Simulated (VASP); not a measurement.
Input of a VASP 6.6.1 run:

File INCAR:

```
SYSTEM = NaCl
ALGO = Normal
EDIFF = 1E-7
ENCUT = 520
GGA = PE
ISIF = 2
ISMEAR = 0
LASPH = .TRUE.
LCHARG = .FALSE.
LREAL = .FALSE.
LWAVE = .FALSE.
NBANDS = 14
NELM = 100
PREC = Accurate
SIGMA = 0.05
```

The input KPOINTS:

```
k-points
0
G
  6 6 6
  0 0 0
```

Contents of POSCAR:

```
NaCl
1.0
    3.5021900000      0.0000000000      0.0000000000
    0.0000000000      3.5021900000      0.0000000000
    0.0000000000      0.0000000000      3.5021900000
Na Cl
1 1
Direct
    0.0000000000      0.0000000000      0.0000000000
    0.4958786483      0.4958786483      0.4958786483
```

Potentials or basis: VASP PAW PBE potentials, release 64 (Na_pv, Cl).

Run with:

```sh
$ cat potpaw_PBE.64/Na_pv/POTCAR potpaw_PBE.64/Cl/POTCAR > POTCAR
$ mpirun -np 1 vasp_std > vasp.out
```

(1) What does it give for the largest force?

(2) What does it give for the pressure?

(3) Predict the band gap on the k mesh.

Results:

(1) 0.008 eV/Å.

(2) 0.1 GPa.

(3) 3.98 eV, indirect (least direct gap 4.47 eV).

Caveat: the cell differs from its parent crystal (all Cl atoms moved +0.025 Å, as atom 2 towards its neighbour atom 1 (Na) at 3.033 Å).
